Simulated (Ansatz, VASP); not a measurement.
## One calculation of MgSe, two programs

```xyz
2
Lattice="0.0000 2.7255 2.7255 2.7255 0.0000 2.7255 2.7255 2.7255 0.0000" Properties=species:S:1:pos:R:3 pbc="T T T"
Mg    0.0000    0.0000    0.0000
Se    2.7255    2.7255    2.7255
```

Alike in both runs: task single point; functional LDA; k mesh 8 × 8 × 8; no spin polarisation.

|  | VASP | Ansatz |
| --- | --- | --- |
| version | VASP 6.6.1 | Ansatz 0.2.0 |
| potentials or method | VASP PAW LDA potentials, release 64 (Mg, Se), cutoff 600 eV | plane waves, PAW |
| occupations | gaussian, width 0.01 eV | fixed |
| valence electrons in the cell | 8 | 26 |

```tsv
	VASP	Ansatz	Ansatz less VASP
gap on the k mesh at the Fermi level (eV)	1.65	1.66	+0.014
```

LDA's correlation is that of Perdew and Zunger in VASP and of Perdew and Wang (1992) in Ansatz. VASP's potentials hold 8 valence electrons a cell and Ansatz's 26, so a difference there can come from the potentials and not from the codes.
